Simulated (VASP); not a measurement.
# Fe (P6/mmm) in VASP: notebook

The runs below take Fe through single point, with r2SCAN.

All numbers are computed with VASP 6.6.1; they aren't measurements. Logs are shortened: lines on timing, memory, paths and dates and some standing lists are left out, and cuts for length are marked.

## Step 1: The cell of the first run

It takes space group P6/mmm (No. 191, hexagonal). The conventional cell has a = 4.152 Å, b = 4.152 Å, c = 2.366 Å, α = 90.00°, β = 90.00°, γ = 120.00°. Fe (site symmetry 6/mmm) has 14 Fe at 2.37 to 2.67 Å within 3.1 Å. Fe (site symmetry -6m2) has 11 Fe at 2.37 to 2.67 Å within 3.1 Å.

This isn't the form of Fe at room conditions, which is bcc.

## Step 2: Single point, r2SCAN, collinear spin, ferromagnetic start (11.78 Å³/atom)

File POSCAR:

```
Fe
1.0
    4.1522672238      0.0000000000      0.0000000000
   -2.0761336119      3.5959688991      0.0000000000
    0.0000000000      0.0000000000      2.3661234060
Fe
3
Direct
    0.0000000000      0.0000000000      0.0000000000
    0.3333333333      0.6666666667      0.5000000000
    0.6666666667      0.3333333333      0.5000000000
```

File INCAR.step1:

```
PREC = Accurate
ENCUT = 520
ISMEAR = -1
SIGMA = 0.05
LREAL = F
LASPH = T
NELM = 150
ISPIN = 2
MAGMOM = 2.942 2.895 2.895
LMAXMIX = 4
NBANDS = 23
GGA = PE
ALGO = Normal
EDIFF = 1E-4
LWAVE = T
LCHARG = F
```

File INCAR.step2:

```
PREC = Accurate
ENCUT = 520
EDIFF = 1E-6
ISMEAR = -1
SIGMA = 0.05
LREAL = F
LASPH = T
NELM = 150
ALGO = Normal
ISIF = 2
LWAVE = F
LCHARG = F
ISPIN = 2
MAGMOM = 2.942 2.895 2.895
LORBIT = 11
LMAXMIX = 4
METAGGA = R2SCAN
LMIXTAU = T
NBANDS = 23
ISTART = 1
```

File KPOINTS:

```
Automatic mesh
0
Gamma
  10 10 15
```

Potentials or basis: VASP PAW PBE potentials, release 64 (Fe).

On the command line:

```console
$ cat potpaw_PBE.64/Fe/POTCAR > POTCAR
$ cp INCAR.step1 INCAR
$ mpirun -np 1 vasp_std > vasp.out
$ cp INCAR.step2 INCAR
$ mpirun -np 1 vasp_std > vasp.out
```

OUTCAR:

```text
PREC = Accurate
   ENCUT = 520
   EDIFF = 1E-6
   ISMEAR = -1
   LREAL = F
   LASPH = T
   NELM = 150
   ISIF = 2
   ISPIN = 2
   LORBIT = 11
   METAGGA = R2SCAN
   ISTART = 1

 ion  position               nearest neighbor table
   1  0.000  0.000  0.000-   2 2.67   3 2.67   2 2.67   3 2.67   2 2.67   2 2.67   3 2.67   3 2.67
                             3 2.67   3 2.67   2 2.67   2 2.67
   2  0.333  0.667  0.500-   3 2.40   3 2.40   3 2.40   1 2.67   1 2.67   1 2.67   1 2.67   1 2.67
                             1 2.67
   3  0.667  0.333  0.500-   2 2.40   2 2.40   2 2.40   1 2.67   1 2.67   1 2.67   1 2.67   1 2.67
                             1 2.67

  LATTYP: Found a hexagonal cell.
 ALAT       =     4.1522672238
 C/A-ratio  =     0.5698389045

  Lattice vectors:

 A1 = (   4.1522672238,   0.0000000000,   0.0000000000)
 A2 = (  -2.0761336119,   3.5959688991,   0.0000000000)
 A3 = (   0.0000000000,   0.0000000000,   2.3661234060)

Analysis of symmetry for initial positions (statically):
=====================================================================
 Subroutine PRICEL returns:
 Original cell was already a primitive cell.

 Routine SETGRP: Setting up the symmetry group for a
 hexagonal supercell.

 Subroutine GETGRP returns: Found 24 space group operations
 (whereof 24 operations were pure point group operations)
 out of a pool of 24 trial point group operations.

The static configuration has the point symmetry D_6h.

Analysis of symmetry for dynamics (positions and initial velocities):
=====================================================================
 Subroutine PRICEL returns:
 Original cell was already a primitive cell.

 Routine SETGRP: Setting up the symmetry group for a
 hexagonal supercell.

 Subroutine GETGRP returns: Found 24 space group operations
 (whereof 24 operations were pure point group operations)
 out of a pool of 24 trial point group operations.

The dynamic configuration has the point symmetry D_6h.

Analysis of structural, dynamic, and magnetic symmetry:
=====================================================================
 Subroutine PRICEL returns:
 Original cell was already a primitive cell.

 Routine SETGRP: Setting up the symmetry group for a
 hexagonal supercell.

 Subroutine GETGRP returns: Found 24 space group operations
 (whereof 24 operations were pure point group operations)
 out of a pool of 24 trial point group operations.

The overall configuration has the point symmetry D_6h.

 Subroutine INISYM returns: Found 24 space group operations
 (whereof 24 operations are pure point group operations),
 and found     1 'primitive' translations

----------------------------------------------------------------------------------------

                                     Primitive cell

  volume of cell :      35.3296

  direct lattice vectors                    reciprocal lattice vectors
     4.152267224  0.000000000  0.000000000     0.240832284  0.139044584  0.000000000
    -2.076133612  3.595968899  0.000000000     0.000000000  0.278089168  0.000000000
     0.000000000  0.000000000  2.366123406     0.000000000  0.000000000  0.422632225

  length of vectors
     4.152267224  4.152267224  2.366123406     0.278089168  0.278089168  0.422632225

  position of ions in fractional coordinates (direct lattice)
     0.000000000  0.000000000  0.000000000
     0.333333333  0.666666667  0.500000000
     0.666666667  0.333333333  0.500000000

  ion indices of the primitive-cell ions
   primitive index   ion index
                 1           1
                 2           2
                 3           3

----------------------------------------------------------------------------------------

 KPOINTS: Automatic mesh

Automatic generation of k-mesh.
 Grid dimensions read from file:
 generate k-points for:   10   10   15

 Generating k-lattice:

  Cartesian coordinates                     Fractional coordinates (reciprocal lattice)
     0.024083228  0.013904458  0.000000000     0.100000000  0.000000000  0.000000000
     0.000000000  0.027808917  0.000000000     0.000000000  0.100000000  0.000000000
     0.000000000  0.000000000  0.028175482     0.000000000  0.000000000  0.066666667

  Length of vectors
     0.027808917  0.027808917  0.028175482

  Shift w.r.t. Gamma in fractional coordinates (k-lattice)
     0.000000000  0.000000000  0.000000000

 Subroutine IBZKPT returns following result:
 ===========================================

 Found    112 irreducible k-points:

 Following reciprocal coordinates:
            Coordinates               Weight
  0.000000  0.000000  0.000000      1.000000
  0.100000 -0.000000  0.000000      6.000000
  0.200000 -0.000000  0.000000      6.000000
  0.300000 -0.000000  0.000000      6.000000
  0.400000 -0.000000  0.000000      6.000000
  0.500000 -0.000000  0.000000      3.000000
[... 16 lines left out ...]
  0.300000  0.100000  0.066667     24.000000
  0.400000  0.100000  0.066667     24.000000
 [... further k-points ...]
   k-points           NKPTS =    112   k-points in BZ     NKDIM =    112   number of bands    NBANDS=     23
   number of dos      NEDOS =    301   number of ions     NIONS =      3
   total plane-waves  NPLWV =  18432
   dimension x,y,z NGX =    32 NGY =   32 NGZ =   18
   dimension x,y,z NGXF=    64 NGYF=   64 NGZF=   36
   ions per type =               3
   NGX,Y,Z   is equivalent  to a cutoff of  12.81, 12.81, 12.65 a.u.
   NGXF,Y,Z  is equivalent  to a cutoff of  25.62, 25.62, 25.29 a.u.
 SYSTEM =  unknown system
   PREC   = accura    normal or accurate (medium, high low for compatibility)
   ISTART =      1    job   : 0-new  1-cont  2-samecut
   ICHARG =      0    charge: 1-file 2-atom 10-const
   ISPIN  =      2    spin polarized calculation?
   LNONCOLLINEAR =      F non collinear calculations
   LSORBIT =      F    spin-orbit coupling
   LASPH  =      T    aspherical Exc in radial PAW
   ENCUT  =  520.0 eV  38.22 Ry    6.18 a.u.   7.72  7.72  4.40*2*pi/ulx,y,z
   NELM   =    150;   NELMIN=  2; NELMDL=  0     # of ELM steps
   EDIFF  = 0.1E-05   stopping-criterion for ELM
   LREAL  =      F    real-space projection
   EDIFFG = 0.1E-04   stopping-criterion for IOM
   NSW    =      0    number of steps for IOM
   IBRION =     -1    ionic relax: 0-MD 1-quasi-New 2-CG
   NFREE  =      0    steps in history (QN), initial steepest desc. (CG)
   ISIF   =      2    stress and relaxation
   ISYM   =      2    0-nonsym 1-usesym 2-fastsym
   POTIM  = 0.5000    time-step for ionic-motion
   TEBEG  =    0.0;   TEEND  =   0.0 temperature during run
   PSTRESS=    0.0 pullay stress
   NELECT =      24.0000    total number of electrons
   NUPDOWN=      -1.0000    fix difference up-down
   EMIN   =  10.00;   EMAX   =-10.00  energy-range for DOS
   EFERMI =   0.00;   METHOD = LEGACY
   ISMEAR =    -1;   SIGMA  =   0.05  broadening in eV -4-tet -1-fermi 0-gaus
   EFERMI_NEDOS =   21; number of points for ismear=-14 and -15
   IALGO  =     38    algorithm
   IMIX   =      4    mixing-type and parameters
     AMIX     =   0.40;   BMIX     =  1.00
     AMIX_MAG =   1.60;   BMIX_MAG =  1.00
  volume/ion in A,a.u.               =      11.78        79.47
  Fermi-wavevector in a.u.,A,eV,Ry     =   1.439127  2.719555 28.178832  2.071086
  Thomas-Fermi vector in A             =   2.558017
   LORBIT       =     11    0 simple, 1 ext, 2 COOP (PROOUT), +10 PAW based schemes
   METAGGA = R2SCAN    functional components
   LHFCALC =     F    Hartree Fock is set to
   AEXX    =    0.0000 exact exchange contribution
   IVDW    =     0    specifies the selected vdW correction
   LEPSILON=     F    determine dielectric tensor
   LRPA    =     F    only Hartree local field effects (RPA)
 spin polarized calculation
  energy-cutoff  :      520.00
  volume of cell :       35.33
 maximum number of plane-waves:       981
 NGX is ok and might be reduce to    32
   NGX = 15   NGY = 15   NGZ =  9

 number of electron      24.0000010 magnetization       8.3293046

 Free energy of the ion-electron system (eV)
  ---------------------------------------------------
  ext. energy  EPLUGINS =         0.00000000
  ---------------------------------------------------
  free energy    TOTEN  =       -42.63133253 eV

  energy without entropy =      -42.61519655  energy(sigma->0) =      -42.62326454

 E-fermi :   5.9497     XC(G=0): -13.9821

 val. band max:        5.9486080539   @ k =   0.4000   0.1000   0.4667
 cond. band min:       5.9544300550   @ k =   0.3000   0.1000   0.3333
 fundamental gap:      0.0058220012
 Fermi energy:         5.9496684498

 spin component 1

 k-point     1 :       0.0000    0.0000    0.0000
  band No.  band energies     occupation
      1      -3.0990      1.00000
      2       0.6154      1.00000
      3       1.7267      1.00000
      4       1.7267      1.00000
      5       1.8126      1.00000
      6       1.8760      1.00000
[... 15 lines left out ...]
     22      14.0206      0.00000
     23      24.3290      0.00000
[... 575 lines left out ...]
      1      -0.6128      1.00000
      2       0.0914      1.00000
      3       0.2436      1.00000
      4       1.5260      1.00000
      5       1.6329      1.00000
      6       1.7626      1.00000
[... 15 lines left out ...]
     22      21.5689      0.00000
     23      23.4346      0.00000

 [... further k-points ...]

 spin component 2

 k-point     1 :       0.0000    0.0000    0.0000
  band No.  band energies     occupation
      1      -3.4881      1.00000
      2       2.7261      1.00000
      3       3.8907      1.00000
      4       3.8907      1.00000
      5       3.9516      1.00000
      6       3.9516      1.00000
[... 15 lines left out ...]
     22      15.7569      0.00000
     23      25.5223      0.00000
[... 575 lines left out ...]
      1      -0.7372      1.00000
      2       0.3136      1.00000
      3       1.9519      1.00000
      4       4.1214      1.00000
      5       4.3931      1.00000
      6       4.6486      1.00000
[... 15 lines left out ...]
     22      22.7110      0.00000
     23      24.2482      0.00000

 [... further k-points ...]
[... 5 lines left out ...]
  --------------------------------------------------------------------------------------
  -------------------------------------------------------------------------------------
  Total        1.4950780      1.4950780      1.7709321      0.0000000     -0.0000000     -0.0000000
  in kB       67.8009554     67.8009554     80.3107850      0.0000000     -0.0000000     -0.0000000
  external PRESSURE =      71.9708986 kB  Pullay stress =       0.0000000 kB

 VOLUME and BASIS-vectors are now :
 -----------------------------------------------------------------------------
  energy-cutoff  :      520.00
  volume of cell :       35.33
      direct lattice vectors                 reciprocal lattice vectors
     4.152267224  0.000000000  0.000000000     0.240832284  0.139044584  0.000000000
    -2.076133612  3.595968899  0.000000000     0.000000000  0.278089168  0.000000000
     0.000000000  0.000000000  2.366123406     0.000000000  0.000000000  0.422632225

 POSITION                                       TOTAL-FORCE (eV/Angst)
 -----------------------------------------------------------------------------------
      0.00000      0.00000      0.00000        -0.000000      0.000000      0.000000
     -0.00000      2.39731      1.18306         0.000000      0.000000      0.000000
      2.07613      1.19866      1.18306        -0.000000     -0.000000      0.000000
 -----------------------------------------------------------------------------------
    total drift:                               -0.000000      0.000000      0.000000

  FREE ENERGIE OF THE ION-ELECTRON SYSTEM (eV)
  ---------------------------------------------------
  free  energy   TOTEN  =       -42.6313325294 eV

  energy  without entropy=      -42.6151965538  energy(sigma->0) =      -42.62326454

 total charge

# of ion       s       p       d       tot
------------------------------------------
    1        0.478   0.549   6.145   7.173
    2        0.502   0.543   6.206   7.251
    3        0.502   0.543   6.206   7.251
--------------------------------------------------
tot          1.482   1.635  18.557  21.674

 magnetization (x)

# of ion       s       p       d       tot
------------------------------------------
    1       -0.005  -0.089   2.917   2.824
    2       -0.003  -0.063   2.881   2.815
    3       -0.003  -0.063   2.881   2.815
--------------------------------------------------
tot         -0.011  -0.214   8.679   8.454
```

It took 15 min on 1 thread of Oxide Virtual Turin-like, shared host; peak memory 0.23 GiB.

Results:

```yaml
Free_energy: -42.6313 eV
Pressure: 7.2 GPa
Net_moment: 8.33 μB per cell
Site_moments: Fe +2.82, +2.81 (each value once) μB
Valence_electrons_inside_the_program's_atomic_spheres: Fe 7.17, 7.25 (each value once)
```

Stress tensor (GPa, compression positive):
```
6.78 0.00 0.00
0.00 6.78 0.00
0.00 0.00 8.03
```

Caveat: the cell stands under pressure; the PAW data sets were made with another functional, which shifts forces and pressure a little.

## Step 3: Single point, r2SCAN, collinear spin, ferromagnetic start (12.27 Å³/atom)

This run uses another cell than the first one, of 12.27 Å³/atom.

File POSCAR:

```
Fe
1.0
    4.2091546658      0.0000000000      0.0000000000
   -2.1045773329      3.6452348690      0.0000000000
    0.0000000000      0.0000000000      2.3985400836
Fe
3
Direct
    0.0000000000      0.0000000000      0.0000000000
    0.3333333333      0.6666666667      0.5000000000
    0.6666666667      0.3333333333      0.5000000000
```

File INCAR.step1:

```
SYSTEM = Fe
PREC = Accurate
ENCUT = 520
ISMEAR = -1
SIGMA = 0.05
LREAL = .FALSE.
LASPH = .TRUE.
NELM = 150
ISPIN = 2
MAGMOM = 2.942 2.895 2.895
LMAXMIX = 4
NBANDS = 23
GGA = PE
ALGO = Normal
EDIFF = 1E-4
LWAVE = .TRUE.
LCHARG = .FALSE.
```

File INCAR.step2:

```
SYSTEM = Fe
PREC = Accurate
ENCUT = 520
EDIFF = 1E-7
ISMEAR = -1
SIGMA = 0.05
LREAL = .FALSE.
LASPH = .TRUE.
NELM = 150
ALGO = Normal
ISIF = 2
LWAVE = .FALSE.
LCHARG = .FALSE.
ISPIN = 2
MAGMOM = 2.942 2.895 2.895
LORBIT = 11
LMAXMIX = 4
METAGGA = R2SCAN
LMIXTAU = .TRUE.
NBANDS = 23
ISTART = 1
```

File KPOINTS:

```
regular mesh
0
G
  10 10 15
  0 0 0
```

Potentials or basis: VASP PAW PBE potentials, release 64 (Fe).

On the command line:

```console
$ cat potpaw_PBE.64/Fe/POTCAR > POTCAR
$ cp INCAR.step1 INCAR
$ mpirun -np 1 vasp_std > vasp.out
$ cp INCAR.step2 INCAR
$ mpirun -np 1 vasp_std > vasp.out
```

Run time: 21 min. Hardware: 1 thread of Oxide Virtual Turin-like, shared host; peak memory 0.23 GiB.

It converged, with:

```
Free energy                                           : -42.6630 eV
Pressure                                              : -0.1 GPa
Net moment                                            : 8.45 μB per cell
Site moments                                          : Fe +2.88, +2.86 (each value once) μB
Valence electrons inside the program's atomic spheres : Fe 7.09, 7.17 (each value once)
```

Stress tensor (GPa, compression positive):
```
-0.25  0.00  0.00
 0.00 -0.25  0.00
 0.00  0.00  0.17
```

Levels at points of the mesh, in eV from the Fermi level:
Spin up:
```csv
k point,band 14,band 15,band 16,band 17,band 18,band 19
"(0.00, 0.00, 0.00)",-2.58,-1.65,-1.65,5.14,5.14,5.16
"(0.50, 0.00, 0.00)",-1.90,-1.89,-1.64,-1.55,-0.42,5.47
```
Spin down:
```
           k point  band 6  band 7  band 8  band 9  band 10  band 11
(0.00, 0.00, 0.00)   -1.91   -1.68   -0.90    0.52     0.52     1.97
(0.50, 0.00, 0.00)   -1.17   -0.98   -0.82   -0.70     1.44     1.81
```

Caveat: the PAW data sets were made with another functional, which shifts forces and pressure a little.
